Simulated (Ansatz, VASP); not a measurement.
# NiO2: VASP beside Ansatz

```
CELL_PARAMETERS angstrom
2.76565 0.00000 0.00000
-1.38283 2.39513 0.00000
0.00000 0.00000 5.03875
ATOMIC_POSITIONS crystal
Ni 0.00000 0.00000 0.50000
O 0.66667 0.33333 0.67509
O 0.33333 0.66667 0.32491
```

Alike in both runs: task single point; functional PBEsol; k mesh 12 × 12 × 6; occupations gaussian, width 0.05 eV; no spin polarisation.

|  | VASP | Ansatz |
| --- | --- | --- |
| version | VASP 6.6.1 | Ansatz 0.2.0 |
| potentials or method | VASP PAW PBE potentials, release 64 (Ni, O), cutoff 520 eV | scalar-relativistic, plane waves, PAW |
| valence electrons in the cell | 22 | 30 |

|  | VASP | Ansatz | Ansatz less VASP |
| --- | --- | --- | --- |
| gap on the k mesh at the Fermi level (eV) | 1.11 | 1.13 | +0.023 |
| least direct gap on the mesh (eV) | 1.44 | 1.46 | +0.023 |
| pressure (GPa) | 11.2 | 10.6 | -0.68 |
| traceless stress, the component that is largest in VASP (GPa) | -0.62 | -0.14 | +0.474 |
| rms of the force components (eV/Å) | 0.612 | 0.581 | -0.0313 |

VASP's potentials were made for PBE, not for PBEsol. Atom by atom the forces differ by 0.031 eV/Å (rms over components). With one functional, cell and mesh, what is left measures potentials, basis and numerics. VASP's potentials hold 22 valence electrons a cell and Ansatz's 30, so a difference there can come from the potentials and not from the codes.
